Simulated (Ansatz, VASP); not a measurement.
## K: VASP beside Ansatz

```
K
1.0
    -4.13282    4.13282    4.13282
     4.13282   -4.13282    4.13282
     4.13282    4.13282   -4.13282
K
3
Direct
  0.00000 0.50000 0.50000
  0.50000 0.00000 0.50000
  0.50000 0.50000 0.00000
```

Alike in both runs: functional PBE; k mesh 8 × 8 × 8; occupations gaussian, width 0.1 eV; no spin polarisation.

Ansatz relaxed the structure, and its values are those at the end. VASP's run is a single point on that final structure, the one shown.

|  | VASP | Ansatz |
| --- | --- | --- |
| version | VASP 6.6.1 | Ansatz 0.2.0 |
| potentials or method | VASP PAW PBE potentials, release 64 (K_sv), cutoff 520 eV | scalar-relativistic, plane waves, PAW |
| valence electrons in the cell | 27 | 27 |

```csv
,VASP,Ansatz,Ansatz less VASP
gap on the k mesh at the Fermi level (eV),none,none,-
pressure (GPa),0.0,0.0,+0.01
```

A gap of «none» marks a metal or a gap that the smearing closes.
